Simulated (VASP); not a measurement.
# TiC in VASP: a series of runs

The runs below take TiC through single point, with LDA, PBE, PBEsol.

All numbers are computed with VASP 6.6.1; they aren't measurements. Logs are shortened: lines on timing, memory, paths and dates and some standing lists are left out, and cuts for length are marked.

## (1) The cell of the first run

The typed cell holds 2 atoms: a = 3.063 Å, b = 3.063 Å, c = 3.063 Å, α = 60.00°, β = 60.00°, γ = 60.00°.

## (2) Single point, LDA

File INCAR:

```
SYSTEM = TiC
  PREC = Accurate
  ENCUT = 520
  EDIFF = 1E-6
  ISMEAR = -1
  SIGMA = 0.05
  LREAL = .FALSE.
  LASPH = .TRUE.
  NELM = 100
  ALGO = Normal
  ISIF = 2
  LWAVE = .FALSE.
  LCHARG = .FALSE.
  GGA = CA
  NBANDS = 15
```

File KPOINTS:

```
Automatic mesh
0
G
  7 7 7
  0 0 0
```

File POSCAR:

```
TiC
1.0
    0.0000000000      2.1657188437      2.1657188437
    2.1657188437      0.0000000000      2.1657188437
    2.1657188437      2.1657188437      0.0000000000
Ti C
1 1
Direct
   -0.0179180000      0.0215340000     -0.0071780000
    0.4843900000      0.5074340000      0.5141740000
```

Potentials or basis: VASP PAW LDA potentials, release 64 (Ti_sv, C).

Started as:

```
cat potpaw_LDA.64/Ti_sv/POTCAR potpaw_LDA.64/C/POTCAR > POTCAR
mpirun -np 1 vasp_std > vasp.out
```

OUTCAR:

```text
SYSTEM = TiC
   PREC = Accurate
   ENCUT = 520
   EDIFF = 1E-6
   ISMEAR = -1
   LREAL = .FALSE.
   LASPH = .TRUE.
   NELM = 100
   ISIF = 2
   GGA = CA

 ion  position               nearest neighbor table
   1  0.982  0.022  0.993-   2 2.11   2 2.14   2 2.15   2 2.18   2 2.19   2 2.22
   2  0.484  0.507  0.514-   1 2.11   1 2.14   1 2.15   1 2.18   1 2.19   1 2.22

  LATTYP: Found a face centered cubic cell.
 ALAT       =     4.3314376874

  Lattice vectors:

 A1 = (   0.0000000000,   2.1657188437,   2.1657188437)
 A2 = (   2.1657188437,   0.0000000000,   2.1657188437)
 A3 = (   2.1657188437,   2.1657188437,   0.0000000000)

Analysis of symmetry for initial positions (statically):
=====================================================================
 Subroutine PRICEL returns:
 Original cell was already a primitive cell.

 Routine SETGRP: Setting up the symmetry group for a
 face centered cubic supercell.

 Subroutine GETGRP returns: Found  1 space group operations
 (whereof  1 operations were pure point group operations)
 out of a pool of 48 trial point group operations.

The static configuration has the point symmetry C_1 .

Analysis of symmetry for dynamics (positions and initial velocities):
=====================================================================
 Subroutine PRICEL returns:
 Original cell was already a primitive cell.

 Routine SETGRP: Setting up the symmetry group for a
 face centered cubic supercell.

 Subroutine GETGRP returns: Found  1 space group operations
 (whereof  1 operations were pure point group operations)
 out of a pool of 48 trial point group operations.

The dynamic configuration has the point symmetry C_1 .

 Subroutine INISYM returns: Found  1 space group operations
 (whereof  1 operations are pure point group operations),
 and found     1 'primitive' translations

----------------------------------------------------------------------------------------

                                     Primitive cell

  volume of cell :      20.3159

  direct lattice vectors                    reciprocal lattice vectors
     0.000000000  2.165718844  2.165718844    -0.230870227  0.230870227  0.230870227
     2.165718844  0.000000000  2.165718844     0.230870227 -0.230870227  0.230870227
     2.165718844  2.165718844  0.000000000     0.230870227  0.230870227 -0.230870227

  length of vectors
     3.062788961  3.062788961  3.062788961     0.399878962  0.399878962  0.399878962

  position of ions in fractional coordinates (direct lattice)
     0.982082000  0.021534000  0.992822000
     0.484390000  0.507434000  0.514174000

  ion indices of the primitive-cell ions
   primitive index   ion index
                 1           1
                 2           2

----------------------------------------------------------------------------------------

 KPOINTS: Automatic mesh

Automatic generation of k-mesh.
 Grid dimensions read from file:
 generate k-points for:    7    7    7

 Generating k-lattice:

  Cartesian coordinates                     Fractional coordinates (reciprocal lattice)
    -0.032981461  0.032981461  0.032981461     0.142857143  0.000000000  0.000000000
     0.032981461 -0.032981461  0.032981461     0.000000000  0.142857143  0.000000000
     0.032981461  0.032981461 -0.032981461     0.000000000  0.000000000  0.142857143

  Length of vectors
     0.057125566  0.057125566  0.057125566

  Shift w.r.t. Gamma in fractional coordinates (k-lattice)
     0.000000000  0.000000000  0.000000000

 Subroutine IBZKPT returns following result:
 ===========================================

 Found    172 irreducible k-points:

 Following reciprocal coordinates:
            Coordinates               Weight
  0.000000  0.000000  0.000000      1.000000
  0.142857  0.000000  0.000000      2.000000
  0.000000  0.142857  0.000000      2.000000
  0.000000  0.000000  0.142857      2.000000
  0.142857  0.142857  0.142857      2.000000
  0.285714  0.000000  0.000000      2.000000
[... 16 lines left out ...]
  0.142857 -0.142857 -0.142857      2.000000
  0.285714  0.285714  0.142857      2.000000
 [... further k-points ...]
   k-points           NKPTS =    172   k-points in BZ     NKDIM =    172   number of bands    NBANDS=     15
   number of dos      NEDOS =    301   number of ions     NIONS =      2
   total plane-waves  NPLWV =  13824
   dimension x,y,z NGX =    24 NGY =   24 NGZ =   24
   dimension x,y,z NGXF=    48 NGYF=   48 NGZF=   48
   ions per type =               1   1
   NGX,Y,Z   is equivalent  to a cutoff of  13.03, 13.03, 13.03 a.u.
   NGXF,Y,Z  is equivalent  to a cutoff of  26.05, 26.05, 26.05 a.u.
 SYSTEM =  TiC
   PREC   = accura    normal or accurate (medium, high low for compatibility)
   ISTART =      0    job   : 0-new  1-cont  2-samecut
   ICHARG =      2    charge: 1-file 2-atom 10-const
   ISPIN  =      1    spin polarized calculation?
   LNONCOLLINEAR =      F non collinear calculations
   LSORBIT =      F    spin-orbit coupling
   LASPH  =      T    aspherical Exc in radial PAW
   ENCUT  =  520.0 eV  38.22 Ry    6.18 a.u.   5.69  5.69  5.69*2*pi/ulx,y,z
   NELM   =    100;   NELMIN=  2; NELMDL= -5     # of ELM steps
   EDIFF  = 0.1E-05   stopping-criterion for ELM
   LREAL  =      F    real-space projection
   EDIFFG = 0.1E-04   stopping-criterion for IOM
   NSW    =      0    number of steps for IOM
   IBRION =     -1    ionic relax: 0-MD 1-quasi-New 2-CG
   NFREE  =      0    steps in history (QN), initial steepest desc. (CG)
   ISIF   =      2    stress and relaxation
   ISYM   =      2    0-nonsym 1-usesym 2-fastsym
   POTIM  = 0.5000    time-step for ionic-motion
   TEBEG  =    0.0;   TEEND  =   0.0 temperature during run
   PSTRESS=    0.0 pullay stress
   NELECT =      16.0000    total number of electrons
   NUPDOWN=      -1.0000    fix difference up-down
   EMIN   =  10.00;   EMAX   =-10.00  energy-range for DOS
   EFERMI =   0.00;   METHOD = LEGACY
   ISMEAR =    -1;   SIGMA  =   0.05  broadening in eV -4-tet -1-fermi 0-gaus
   EFERMI_NEDOS =   21; number of points for ismear=-14 and -15
   IALGO  =     38    algorithm
   IMIX   =      4    mixing-type and parameters
     AMIX     =   0.40;   BMIX     =  1.00
     AMIX_MAG =   1.60;   BMIX_MAG =  1.00
  volume/ion in A,a.u.               =      10.16        68.55
  Fermi-wavevector in a.u.,A,eV,Ry     =   1.511829  2.856943 31.097854  2.285628
  Thomas-Fermi vector in A             =   2.621834
   LORBIT       =      0    0 simple, 1 ext, 2 COOP (PROOUT), +10 PAW based schemes
   GGA     = CA    functional components
   LHFCALC =     F    Hartree Fock is set to
   AEXX    =    0.0000 exact exchange contribution
   IVDW    =     0    specifies the selected vdW correction
   LEPSILON=     F    determine dielectric tensor
   LRPA    =     F    only Hartree local field effects (RPA)
 non-spin polarized calculation
  energy-cutoff  :      520.00
  volume of cell :       20.32
 maximum number of plane-waves:       556
   NGX = 11   NGY = 11   NGZ = 11

 number of electron      16.0000000 magnetization

 Free energy of the ion-electron system (eV)
  ---------------------------------------------------
  ext. energy  EPLUGINS =         0.00000000
  ---------------------------------------------------
  free energy    TOTEN  =       -20.48451139 eV

  energy without entropy =      -20.48078929  energy(sigma->0) =      -20.48265034

 E-fermi :   9.1424     XC(G=0): -12.9746

 val. band max:        9.1254563344   @ k =   0.4286   0.0000   0.4286
 cond. band min:       9.1615494203   @ k =   0.4286   0.0000   0.4286
 fundamental gap:      0.0360930859
 Fermi energy:         9.1423623230

 k-point     1 :       0.0000    0.0000    0.0000
  band No.  band energies     occupation
      1     -46.6395      2.00000
      2     -23.0482      2.00000
      3     -23.0477      2.00000
      4     -23.0449      2.00000
      5      -2.9747      2.00000
      6       9.7363      0.00001
      7       9.7730      0.00001
      8       9.8561      0.00000
      9      10.4847      0.00000
     10      10.7682      0.00000
     11      11.0593      0.00000
     12      11.2058      0.00000
     13      11.4183      0.00000
     14      19.8177      0.00000
     15      23.2662      0.00000

 k-point     2 :       0.1429    0.0000    0.0000
  band No.  band energies     occupation
      1     -46.6249      2.00000
      2     -23.1477      2.00000
      3     -23.0576      2.00000
      4     -23.0549      2.00000
      5      -2.5189      2.00000
      6       8.1902      2.00000
      7       8.6964      1.99973
      8       8.8161      1.99707
      9      10.3539      0.00000
     10      10.3609      0.00000
     11      11.5050      0.00000
     12      13.3383      0.00000
     13      13.4143      0.00000
     14      20.4454      0.00000
     15      23.3402      0.00000

 k-point     3 :       0.0000    0.1429    0.0000
  band No.  band energies     occupation
      1     -46.6249      2.00000
      2     -23.1473      2.00000
      3     -23.0574      2.00000
      4     -23.0555      2.00000
      5      -2.5191      2.00000
      6       8.2129      2.00000
      7       8.6933      1.99975
      8       8.7722      1.99878
      9      10.3473      0.00000
     10      10.3752      0.00000
     11      11.5398      0.00000
     12      13.3452      0.00000
     13      13.3898      0.00000
     14      20.4495      0.00000
     15      23.3341      0.00000

 k-point     4 :       0.0000    0.0000    0.1429
  band No.  band energies     occupation
      1     -46.6249      2.00000
      2     -23.1466      2.00000
      3     -23.0575      2.00000
      4     -23.0558      2.00000
      5      -2.5194      2.00000
      6       8.2494      2.00000
      7       8.6840      1.99979
      8       8.7132      1.99963
      9      10.3545      0.00000
     10      10.3771      0.00000
     11      11.5883      0.00000
     12      13.3371      0.00000
     13      13.3729      0.00000
     14      20.4549      0.00000
     15      23.3259      0.00000
[... 307 lines left out ...]
 k-point    22 :       0.1429    0.2857    0.0000
  band No.  band energies     occupation
      1     -46.5933      2.00000
      2     -23.3011      2.00000
      3     -23.1094      2.00000
      4     -23.1016      2.00000
      5      -1.5143      2.00000
      6       6.0801      2.00000
      7       7.5389      2.00000
      8       8.1601      2.00000
      9       9.9985      0.00000
     10      11.4919      0.00000
     11      12.5959      0.00000
     12      13.8084      0.00000
     13      15.6410      0.00000
     14      21.3641      0.00000
     15      23.5317      0.00000

 k-point    23 :       0.1429   -0.1429   -0.1429
  band No.  band energies     occupation
      1     -46.5933      2.00000
      2     -23.3018      2.00000
      3     -23.1091      2.00000
      4     -23.1013      2.00000
      5      -1.5142      2.00000
      6       6.0804      2.00000
      7       7.5349      2.00000
      8       8.1807      2.00000
      9       9.9920      0.00000
     10      11.4856      0.00000
     11      12.5799      0.00000
     12      13.8190      0.00000
     13      15.6368      0.00000
     14      21.3606      0.00000
     15      23.5411      0.00000

 k-point    24 :       0.2857    0.2857    0.1429
  band No.  band energies     occupation
      1     -46.5933      2.00000
      2     -23.3018      2.00000
      3     -23.1101      2.00000
      4     -23.1004      2.00000
      5      -1.5141      2.00000
      6       6.0853      2.00000
      7       7.5608      2.00000
      8       8.1286      2.00000
      9      10.0236      0.00000
     10      11.4805      0.00000
     11      12.5968      0.00000
     12      13.7901      0.00000
     13      15.6397      0.00000
     14      21.3671      0.00000
     15      23.5288      0.00000

 [... further k-points ...]

------------------------ aborting loop because EDIFF is reached ----------------------------------------

  FORCE on cell =-STRESS in cart. coord.  units (eV):
  Direction    XX          YY          ZZ          XY          YZ          ZX
  --------------------------------------------------------------------------------------
  -------------------------------------------------------------------------------------
  Total       -1.4973894     -1.4387423     -1.4830084     -0.0269021      0.0425281      0.0156446
  in kB     -118.0889082   -113.4638150   -116.9547817     -2.1215836      3.3538979      1.2337795
  external PRESSURE =    -116.1691683 kB  Pullay stress =       0.0000000 kB

 VOLUME and BASIS-vectors are now :
 -----------------------------------------------------------------------------
  energy-cutoff  :      520.00
  volume of cell :       20.32
      direct lattice vectors                 reciprocal lattice vectors
     0.000000000  2.165718844  2.165718844    -0.230870227  0.230870227  0.230870227
     2.165718844  0.000000000  2.165718844     0.230870227 -0.230870227  0.230870227
     2.165718844  2.165718844  0.000000000     0.230870227  0.230870227 -0.230870227

 POSITION                                       TOTAL-FORCE (eV/Angst)
 -----------------------------------------------------------------------------------
      2.19681      4.27709      2.17355         0.127757      0.421080     -0.208169
      2.21252      2.16261      2.14801        -0.127757     -0.421080      0.208169
 -----------------------------------------------------------------------------------
    total drift:                               -0.000073     -0.000086      0.000011

  FREE ENERGIE OF THE ION-ELECTRON SYSTEM (eV)
  ---------------------------------------------------
  free  energy   TOTEN  =       -20.4845113928 eV

  energy  without entropy=      -20.4807892931  energy(sigma->0) =      -20.48265034
```

Wall time 22 s (1 thread of Intel Xeon Platinum 8488C (Sapphire Rapids), shared host); peak memory 0.16 GiB.

Results:

```yaml
Free_energy: -20.4845 eV
Pressure: -11.6 GPa
Largest_force: 0.487 eV/Å
Band_gap_on_the_k_mesh: zero (bands 8 and 9 overlap by 0.99 eV)
```

Forces on the atoms (eV/Å):
```
Ti   0.128  0.421 -0.208
C   -0.128 -0.421  0.208
```

Stress tensor (GPa, compression positive):
```
-11.81  -0.21   0.12
 -0.21 -11.35   0.34
  0.12   0.34 -11.70
```

Caveat: the cell stands under tension.

## (3) Single point, LDA

File INCAR:

```
ALGO = Normal
EDIFF = 1E-6
ENCUT = 520
ISIF = 2
ISMEAR = -1
LASPH = T
LCHARG = F
LREAL = F
LWAVE = F
NBANDS = 15
NELM = 100
PREC = Accurate
SIGMA = 0.05
```

File KPOINTS:

```
k-points
0
Gamma
  7 7 7
```

POSCAR is that of step 2.

Potentials or basis: VASP PAW LDA potentials, release 64 (Ti_sv, C).

Started as:

```
cat potpaw_LDA.64/Ti_sv/POTCAR potpaw_LDA.64/C/POTCAR > POTCAR
mpirun -np 1 vasp_std > vasp.out
```

Wall time 22 s (1 thread of Intel Xeon Platinum 8488C (Sapphire Rapids), shared host); peak memory 0.16 GiB.

It converged, with:

| Item | Value |
| --- | --- |
| Free energy | -20.4845 eV |
| Pressure | -11.6 GPa |
| Largest force | 0.487 eV/Å |
| Band gap on the k mesh | zero (bands 8 and 9 overlap by 0.99 eV) |

Forces in eV/Å, atoms in the order of the input:
```
Ti   0.128  0.421 -0.208
C   -0.128 -0.421  0.208
```

Stress tensor (GPa, compression positive):
```
-11.81  -0.21   0.12
 -0.21 -11.35   0.34
  0.12   0.34 -11.70
```

Levels at points of the mesh, in eV from the Fermi level:
```csv
k point,band 6,band 7,band 8,band 9,band 10,band 11
"(0.00, 0.00, 0.00)",0.59,0.63,0.71,1.34,1.63,1.92
```

Caveat: the cell stands under tension.

## (4) Single point, LDA

File INCAR:

```
SYSTEM = TiC
ALGO = Normal ; EDIFF = 1E-7
ENCUT = 520 ; ISIF = 2
ISMEAR = -1 ; LASPH = .TRUE.
LCHARG = .FALSE. ; LREAL = .FALSE.
LWAVE = .FALSE. ; NBANDS = 15
NELM = 60 ; PREC = Accurate
SIGMA = 0.05
```

File KPOINTS:

```
k-points
0
G
  6 6 6
  0 0 0
```

File POSCAR:

```
TiC
1.0
    0.0000000000      2.1657188437      2.1657188437
    2.1657188437      0.0000000000      2.1657188437
    2.1657188437      2.1657188437      0.0000000000
Ti C
1 1
Direct
    0.0000000000      0.0000000000      0.0000000000
    0.5000000000      0.5000000000      0.5000000000
```

Started as:

```
cat potpaw_LDA.64/Ti_sv/POTCAR potpaw_LDA.64/C/POTCAR > POTCAR
mpirun -np 1 vasp_std > vasp.out
```

Run time: 11 s. Hardware: 1 thread of AMD EPYC 7R43 (Zen 3), shared host; peak memory 0.09 GiB.

The run converged. Its results:

- Free energy: -20.4935 eV
- Pressure: -11.9 GPa
- Band gap on the k mesh: zero (bands 8 and 9 overlap by 0.97 eV)

Levels at points of the mesh, in eV from the Fermi level:
| k point | band 5 | band 6 | band 7 | band 8 | band 9 | band 10 | band 11 | band 12 |
| --- | --- | --- | --- | --- | --- | --- | --- | --- |
| (0.00, 0.00, 0.00) | -12.08 | 0.76 | 0.76 | 0.76 | 1.82 | 1.82 | 1.82 | 1.84 |
| (0.50, 0.00, 0.00) | -8.55 | -5.70 | -2.77 | -2.77 | 3.00 | 3.00 | 4.19 | 8.29 |
| (0.50, 0.50, 0.00) | -9.79 | -3.24 | -1.55 | 0.12 | 0.12 | 2.85 | 3.60 | 3.60 |

Caveat: the k points lie up to 0.42 Å⁻¹ apart, too coarse for converged energies and pressures of a metal.

## (5) Single point, PBE

File INCAR:

```
SYSTEM = TiC
PREC = Accurate
ENCUT = 520
EDIFF = 1E-6
ISMEAR = -1
SIGMA = 0.05
LREAL = .False.
LASPH = .True.
NELM = 100
ALGO = Normal
ISIF = 2
LWAVE = .False.
LCHARG = .True.
GGA = PE
LELF = .True.
LVHAR = .True.
NBANDS = 15
```

File KPOINTS:

```
Automatic mesh
0
Gamma
  6 6 6
  0 0 0
```

POSCAR is that of step 4.

Potentials or basis: VASP PAW PBE potentials, release 64 (Ti_sv, C).

Started as:

```
cat potpaw_PBE.64/Ti_sv/POTCAR potpaw_PBE.64/C/POTCAR > POTCAR
mpirun -np 1 vasp_std > vasp.out
```

It took 12 s on 1 thread of AMD EPYC 7R43 (Zen 3), shared host; peak memory 0.1 GiB.

The run converged. Its results:

```
Free energy            : -18.6989 eV
Pressure               : 0.4 GPa
Band gap on the k mesh : zero (bands 8 and 9 overlap by 1.03 eV)
```

Levels at points of the mesh, in eV from the Fermi level:
| k point | band 6 | band 7 | band 8 | band 9 | band 10 | band 11 |
| --- | --- | --- | --- | --- | --- | --- |
| (0.00, 0.00, 0.00) | 0.80 | 0.80 | 0.80 | 1.79 | 1.79 | 1.79 |
| (0.50, 0.00, 0.00) | -5.73 | -2.78 | -2.78 | 3.02 | 3.02 | 4.21 |
| (0.50, 0.50, 0.00) | -3.32 | -1.51 | 0.08 | 0.08 | 2.81 | 3.62 |

Caveat: the k points lie up to 0.42 Å⁻¹ apart, too coarse for converged energies and pressures of a metal.

(Continued in part 2 of 2.)
